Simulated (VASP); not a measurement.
## BN: single point with LDA

BN:

```xyz
2
Lattice="0.0000 1.8075 1.8256 1.8075 0.0000 1.8256 1.8075 1.8075 0.0000" Properties=species:S:1:pos:R:3 pbc="T T T"
B     0.0000    0.0000    0.0000
N     2.7113    2.7113    2.7384
```

This cell differs from its parent crystal: zz strain of +1 %.

```
Program             : VASP 6.6.1
Task                : single point
Functional          : LDA
Potentials or basis : VASP PAW LDA potentials, release 64 (B, N)
Cutoff              : 520 eV
k mesh              : 11 × 11 × 11
Occupations         : fermi-dirac, width 0.02 eV
Spin                : no spin polarisation
```

```json
{"Pressure": "-13.6 GPa", "Band gap on the k mesh": "4.35 eV, indirect (least direct gap 8.58 eV)"}
```

Stress tensor (GPa, compression positive):
```
-11.58   0.00   0.00
  0.00 -11.58   0.00
  0.00   0.00 -17.73
```

Levels at points of the mesh, in eV from the valence-band top:
| k point | band 2 | band 3 | band 4 | band 5 | band 6 | band 7 |
| --- | --- | --- | --- | --- | --- | --- |
| (0.00, 0.00, 0.00) | -0.10 | 0.00 | 0.00 | 8.58 | 8.58 | 8.65 |

Run time: 13 s on 1 thread of Intel(R) Xeon(R) Platinum 8488C (Sapphire Rapids), on a shared host, peak memory 0.12 GiB.

Caveat: the cell differs from its parent crystal (zz strain of +1 %). A k mesh can miss the band edges.
